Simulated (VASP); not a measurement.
# Mo (Im-3m) in VASP: further runs, part 2 of 2

VASP 6.6.1.

### 3 Single point, PBE (volume scaled by 0.94)

Contents of INCAR:

```
SYSTEM = Mo
PREC     = Accurate       ! precision mode
ENCUT    = 500            ! plane-wave cutoff, eV
EDIFF    = 1E-6           ! SCF threshold, eV
ISMEAR   = 0              ! smearing method
SIGMA    = 0.1            ! smearing width, eV
LREAL    = .False.        ! projectors in reciprocal space
LASPH    = .True.         ! aspherical terms in the spheres
NELM     = 120            ! most SCF steps
ALGO     = Normal         ! electronic algorithm
ISIF     = 2              ! what is computed and relaxed
LWAVE    = .False.        ! write WAVECAR
LCHARG   = .True.         ! write CHGCAR
GGA      = PE             ! functional
LELF     = .True.         ! ELF
LVHAR    = .True.       
NBANDS   = 13             ! bands
GGA_COMPAT= .False.
```

Contents of KPOINTS:

```
Automatic mesh
0
Gamma
  18 18 18
  0 0 0
```

Contents of POSCAR:

```
Mo
1.0
   -1.5479622280      1.5479622280      1.5479622280
    1.5479622280     -1.5479622280      1.5479622280
    1.5479622280      1.5479622280     -1.5479622280
Mo
1
Direct
    0.0000000000      0.0000000000      0.0000000000
```

Potentials or basis: VASP PAW PBE potentials, release 64 (Mo_sv).

Command:

```sh
$ cat potpaw_PBE.64/Mo_sv/POTCAR > POTCAR
$ mpirun -np 1 vasp_std > vasp.out
```

OUTCAR:

```text
SYSTEM = Mo
   PREC = Accurate
   ENCUT = 500
   EDIFF = 1E-6
   ISMEAR = 0
   LREAL = .False.
   LASPH = .True.
   NELM = 120
   ISIF = 2
   GGA = PE

 ion  position               nearest neighbor table
   1  0.000  0.000  0.000-

  LATTYP: Found a body centered cubic cell.
 ALAT       =     3.0959244560

  Lattice vectors:

 A1 = (  -1.5479622280,   1.5479622280,   1.5479622280)
 A2 = (   1.5479622280,  -1.5479622280,   1.5479622280)
 A3 = (   1.5479622280,   1.5479622280,  -1.5479622280)

Analysis of symmetry for initial positions (statically):
=====================================================================
 Subroutine PRICEL returns:
 Original cell was already a primitive cell.

 Routine SETGRP: Setting up the symmetry group for a
 body centered cubic supercell.

 Subroutine GETGRP returns: Found 48 space group operations
 (whereof 48 operations were pure point group operations)
 out of a pool of 48 trial point group operations.

The static configuration has the point symmetry O_h .

Analysis of symmetry for dynamics (positions and initial velocities):
=====================================================================
 Subroutine PRICEL returns:
 Original cell was already a primitive cell.

 Routine SETGRP: Setting up the symmetry group for a
 body centered cubic supercell.

 Subroutine GETGRP returns: Found 48 space group operations
 (whereof 48 operations were pure point group operations)
 out of a pool of 48 trial point group operations.

The dynamic configuration has the point symmetry O_h .

 Subroutine INISYM returns: Found 48 space group operations
 (whereof 48 operations are pure point group operations),
 and found     1 'primitive' translations

----------------------------------------------------------------------------------------

                                     Primitive cell

  volume of cell :      14.8368

[... 111 lines left out ...]
   GGA     = PE    functional components
   LHFCALC =     F    Hartree Fock is set to
   AEXX    =    0.0000 exact exchange contribution
   IVDW    =     0    specifies the selected vdW correction
   LEPSILON=     F    determine dielectric tensor
   LRPA    =     F    only Hartree local field effects (RPA)
 non-spin polarized calculation
 Gauss-broadening in eV      SIGMA  =   0.10
  energy-cutoff  :      500.00
  volume of cell :       14.84
 maximum number of plane-waves:       394
   NGX =  9   NGY =  9   NGZ =  9

 number of electron      13.9999997 magnetization

 Free energy of the ion-electron system (eV)
  ---------------------------------------------------
  ext. energy  EPLUGINS =         0.00000000
  ---------------------------------------------------
  free energy    TOTEN  =       -10.87968930 eV

  energy without entropy =      -10.87769376  energy(sigma->0) =      -10.87869153

 E-fermi :  13.4854     XC(G=0): -13.6877

 val. band max:       13.4683849365   @ k =  -0.3889   0.4444   0.2778
 cond. band min:      13.5286331497   @ k =  -0.3333   0.3889   0.2778
 fundamental gap:      0.0602482132
 Fermi energy:        13.4854426117

 k-point     1 :       0.0000    0.0000    0.0000
  band No.  band energies     occupation
      1     -47.8438      2.00000
      2     -20.9785      2.00000
      3     -20.9785      2.00000
      4     -20.9785      2.00000
      5       6.0531      2.00000
      6      11.9824      2.00000
      7      11.9824      2.00000
      8      11.9824      2.00000
      9      15.2069      0.00000
     10      15.2069      0.00000
     11      28.3573      0.00000
     12      28.3573      0.00000
     13      28.3573      0.00000
[... 354 lines left out ...]
  band No.  band energies     occupation
      1     -47.5174      2.00000
      2     -22.5246      2.00000
      3     -21.5467      2.00000
      4     -21.0661      2.00000
      5       8.2515      2.00000
      6       9.9682      2.00000
      7      13.5462      0.38993
      8      15.1262      0.00000
      9      16.3706      0.00000
     10      19.2471      0.00000
     11      25.8590      0.00000
     12      26.5273      0.00000
     13      31.1760      0.00000

 [... further k-points ...]

------------------------ aborting loop because EDIFF is reached ----------------------------------------

  FORCE on cell =-STRESS in cart. coord.  units (eV):
  Direction    XX          YY          ZZ          XY          YZ          ZX
  --------------------------------------------------------------------------------------
  -------------------------------------------------------------------------------------
  Total        1.7665562      1.7665562      1.7665562     -0.0000000     -0.0000000      0.0000000
  in kB      190.7642462    190.7642462    190.7642462     -0.0000000     -0.0000000      0.0000000
  external PRESSURE =     190.7642462 kB  Pullay stress =       0.0000000 kB

 VOLUME and BASIS-vectors are now :
 -----------------------------------------------------------------------------
  energy-cutoff  :      500.00
  volume of cell :       14.84
      direct lattice vectors                 reciprocal lattice vectors
    -1.547962228  1.547962228  1.547962228     0.000000000  0.323005298  0.323005298
     1.547962228 -1.547962228  1.547962228     0.323005298  0.000000000  0.323005298
     1.547962228  1.547962228 -1.547962228     0.323005298  0.323005298  0.000000000

 POSITION                                       TOTAL-FORCE (eV/Angst)
 -----------------------------------------------------------------------------------
      0.00000      0.00000      0.00000        -0.000000     -0.000000      0.000000
 -----------------------------------------------------------------------------------
    total drift:                                0.000000     -0.000000      0.000000

  FREE ENERGIE OF THE ION-ELECTRON SYSTEM (eV)
  ---------------------------------------------------
  free  energy   TOTEN  =       -10.8796892967 eV

  energy  without entropy=      -10.8776937617  energy(sigma->0) =      -10.87869153
```

OSZICAR:

```text
N       E                     dE             d eps       ncg     rms          rms(c)
DAV:   1     0.900730644262E+02    0.90073E+02   -0.79366E+03  5152   0.108E+03
DAV:   2    -0.104062723936E+02   -0.10048E+03   -0.96431E+02  5900   0.307E+02
DAV:   3    -0.114838782132E+02   -0.10776E+01   -0.10751E+01  5650   0.319E+01
DAV:   4    -0.114862495134E+02   -0.23713E-02   -0.23713E-02  5760   0.180E+00
DAV:   5    -0.114862639455E+02   -0.14432E-04   -0.14432E-04  5735   0.125E-01    0.166E+01
DAV:   6    -0.109635209096E+02    0.52274E+00   -0.62682E-01  5210   0.988E+00    0.504E+00
DAV:   7    -0.108833827788E+02    0.80138E-01   -0.14573E-01  5600   0.457E+00    0.841E-01
DAV:   8    -0.108796224245E+02    0.37604E-02   -0.37678E-03  5270   0.783E-01    0.175E-01
DAV:   9    -0.108796820467E+02   -0.59622E-04   -0.72061E-05  5960   0.103E-01    0.871E-02
DAV:  10    -0.108796887743E+02   -0.67276E-05   -0.12462E-05  5285   0.430E-02    0.700E-03
DAV:  11    -0.108796892967E+02   -0.52244E-06   -0.89969E-08  2990   0.348E-03
   1 F= -.10879689E+02 E0= -.10878692E+02  d E =-.199554E-02
```

It took 12 s on 1 thread of Intel Xeon 6975P-C, shared host; peak memory 0.15 GiB.

Results:

```
Free energy            : -10.8797 eV
Pressure               : 19.1 GPa
Band gap on the k mesh : zero (band 7 reaches 17.74 eV, above the bottom of band 8 at 11.98 eV)
```

Levels at points of the mesh, in eV from the Fermi level:
```
           k point  band 4  band 5  band 6  band 7  band 8  band 9  band 10  band 11
(0.00, 0.00, 0.00)  -34.46   -7.43   -1.50   -1.50   -1.50    1.72     1.72    14.87
(0.50, 0.00, 0.00)  -34.48   -5.68   -3.69    1.78    1.81    2.46     5.09    12.03
(0.50, 0.50, 0.50)  -35.59   -5.89   -5.89    4.25    4.25    4.25     9.45     9.45
```

### 4 Single point, PBE (volume scaled by 1.03)

Contents of INCAR:

```
SYSTEM = Mo
PREC = Accurate
ENCUT = 500
EDIFF = 1E-6
ISMEAR = 0
SIGMA = 0.1
LREAL = .FALSE.
LASPH = .TRUE.
NELM = 120
ALGO = Normal
ISIF = 2
LWAVE = .FALSE.
LCHARG = .TRUE.
GGA = PE
LELF = .TRUE.
LVHAR = .TRUE.
NBANDS = 13
GGA_COMPAT = .FALSE.
```

Contents of KPOINTS:

```
regular mesh
0
G
  18 18 18
  0 0 0
```

Contents of POSCAR:

```
Mo
1.0
   -1.5958674481      1.5958674481      1.5958674481
    1.5958674481     -1.5958674481      1.5958674481
    1.5958674481      1.5958674481     -1.5958674481
Mo
1
Direct
    0.0000000000      0.0000000000      0.0000000000
```

Potentials or basis: VASP PAW PBE potentials, release 64 (Mo_sv).

Command:

```sh
$ cat potpaw_PBE.64/Mo_sv/POTCAR > POTCAR
$ mpirun -np 1 vasp_std > vasp.out
```

OUTCAR:

```text
SYSTEM = Mo
   PREC = Accurate
   ENCUT = 500
   EDIFF = 1E-6
   ISMEAR = 0
   LREAL = .FALSE.
   LASPH = .TRUE.
   NELM = 120
   ISIF = 2
   GGA = PE

 ion  position               nearest neighbor table
   1  0.000  0.000  0.000-

  LATTYP: Found a body centered cubic cell.
 ALAT       =     3.1917348962

  Lattice vectors:

 A1 = (  -1.5958674481,   1.5958674481,   1.5958674481)
 A2 = (   1.5958674481,  -1.5958674481,   1.5958674481)
 A3 = (   1.5958674481,   1.5958674481,  -1.5958674481)
[... 562 lines left out ...]
     13      28.4607      0.00000

 [... further k-points ...]

------------------------ aborting loop because EDIFF is reached ----------------------------------------

  FORCE on cell =-STRESS in cart. coord.  units (eV):
  Direction    XX          YY          ZZ          XY          YZ          ZX
  --------------------------------------------------------------------------------------
  -------------------------------------------------------------------------------------
  Total       -0.6823162     -0.6823162     -0.6823162     -0.0000000      0.0000000     -0.0000000
  in kB      -67.2428044    -67.2428044    -67.2428044     -0.0000000      0.0000000     -0.0000000
  external PRESSURE =     -67.2428044 kB  Pullay stress =       0.0000000 kB

 VOLUME and BASIS-vectors are now :
 -----------------------------------------------------------------------------
  energy-cutoff  :      500.00
  volume of cell :       16.26
      direct lattice vectors                 reciprocal lattice vectors
    -1.595867448  1.595867448  1.595867448     0.000000000  0.313309229  0.313309229
     1.595867448 -1.595867448  1.595867448     0.313309229  0.000000000  0.313309229
     1.595867448  1.595867448 -1.595867448     0.313309229  0.313309229  0.000000000

 POSITION                                       TOTAL-FORCE (eV/Angst)
 -----------------------------------------------------------------------------------
      0.00000      0.00000      0.00000        -0.000000      0.000000      0.000000
 -----------------------------------------------------------------------------------
    total drift:                                0.000000     -0.000000      0.000000

  FREE ENERGIE OF THE ION-ELECTRON SYSTEM (eV)
  ---------------------------------------------------
  free  energy   TOTEN  =       -10.9256224521 eV

  energy  without entropy=      -10.9226236342  energy(sigma->0) =      -10.92412304
```

OSZICAR:

```text
N       E                     dE             d eps       ncg     rms          rms(c)
DAV:   1     0.878054862074E+02    0.87805E+02   -0.78843E+03  5102   0.107E+03
DAV:   2    -0.105415380931E+02   -0.98347E+02   -0.94823E+02  5890   0.302E+02
DAV:   3    -0.116165138181E+02   -0.10750E+01   -0.10729E+01  5670   0.315E+01
DAV:   4    -0.116189272881E+02   -0.24135E-02   -0.24134E-02  5675   0.183E+00
DAV:   5    -0.116189436855E+02   -0.16397E-04   -0.16398E-04  5790   0.133E-01    0.134E+01
DAV:   6    -0.110072427632E+02    0.61170E+00   -0.77960E-01  5205   0.107E+01    0.340E+00
DAV:   7    -0.109292920009E+02    0.77951E-01   -0.14021E-01  5645   0.432E+00    0.102E+00
DAV:   8    -0.109255391365E+02    0.37529E-02   -0.41444E-03  5270   0.818E-01    0.199E-01
DAV:   9    -0.109256121796E+02   -0.73043E-04   -0.11377E-04  5900   0.131E-01    0.775E-02
DAV:  10    -0.109256220871E+02   -0.99075E-05   -0.13179E-05  5255   0.414E-02    0.734E-03
DAV:  11    -0.109256224521E+02   -0.36505E-06   -0.16468E-07  3035   0.429E-03
   1 F= -.10925622E+02 E0= -.10924123E+02  d E =-.299882E-02
```

stdout:

```text
POSCAR found type information on POSCAR Mo
 POSCAR found :  1 types and       1 ions
 scaLAPACK will be used
 LDA part: xc-table for (Slater+PW92), standard interpolation
 POSCAR, INCAR and KPOINTS ok, starting setup
 FFT: planning ... GRIDC
 FFT: planning ... GRID_SOFT
 FFT: planning ... GRID
 WAVECAR not read
 entering main loop
```

Run time: 13 s. Hardware: 1 thread of Intel Xeon 6975P-C, shared host; peak memory 0.15 GiB.

Results:

```
Free energy            : -10.9256 eV
Pressure               : -6.7 GPa
Band gap on the k mesh : zero (band 7 reaches 15.73 eV, above the bottom of band 8 at 10.68 eV)
```

### 5 Summary

```tsv
cell	gap on the mesh (eV)	pressure (GPa)
a = 2.652 Å, angles 109.5°, 1 atom	none	30.9
a = 2.681 Å, angles 109.5°, 1 atom	none	19.1
a = 2.764 Å, angles 109.5°, 1 atom	none	-6.7
```

Alike in all rows: task single point; level PBE; potentials or basis VASP PAW PBE potentials, release 64 (Mo_sv); no spin polarisation; k mesh 18 × 18 × 18; cutoff (eV) 500; smearing gaussian 0.1 eV.

Absolute energies hang on the potentials; compare differences alone.
